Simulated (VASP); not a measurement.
## KTaO3: single point with PBEsol

Crystal: KTaO3.

```
K Ta O
1.0
     3.95389    0.00000    0.00000
     0.00000    3.95389    0.00000
     0.00000    0.00000    3.95389
K Ta O
1 1 3
Direct
  0.50000 0.50000 0.50000
  0.00000 0.00000 0.00000
  0.00000 0.50000 0.00000
  0.00000 0.00000 0.50000
  0.50000 0.00000 0.00000
```

```json
{
  "Program": "VASP 6.6.1",
  "Task": "single point",
  "Functional": "PBEsol",
  "Potentials or basis": "VASP PAW PBE potentials, release 64 (K_sv, Ta_pv, O)",
  "Cutoff": "520 eV",
  "k mesh": "8 × 8 × 8",
  "Occupations": "gaussian, width 0.02 eV",
  "Spin": "no spin polarisation"
}
```

* Pressure: 5.9 GPa
* Band gap on the k mesh: 2.14 eV (least direct gap 2.75 eV)

Levels at points of the mesh, in eV from the valence-band top:
| k point | band 16 | band 17 | band 18 | band 19 | band 20 | band 21 | band 22 | band 23 |
| --- | --- | --- | --- | --- | --- | --- | --- | --- |
| (0.00, 0.00, 0.00) | -1.12 | -0.61 | -0.61 | -0.61 | 2.14 | 2.14 | 2.14 | 6.65 |
| (0.50, 0.00, 0.00) | -2.23 | -1.62 | -0.85 | -0.85 | 2.31 | 5.16 | 5.16 | 7.10 |
| (0.50, 0.50, 0.00) | -1.61 | -1.48 | -1.48 | -0.04 | 5.20 | 5.20 | 6.53 | 7.97 |
| (0.50, 0.50, 0.50) | -4.03 | 0.00 | 0.00 | 0.00 | 6.69 | 6.69 | 6.69 | 8.87 |

It took 67 s on 1 thread of Intel(R) Xeon(R) 6975P-C (Granite Rapids), with other jobs on the host, peak memory 0.2 GiB.

Caveat: the cell stands under pressure; the PAW data sets were made with another functional, which shifts forces and pressure a little; spin-orbit coupling is left out, which moves the levels of the heavy elements. A k mesh can miss the band edges.
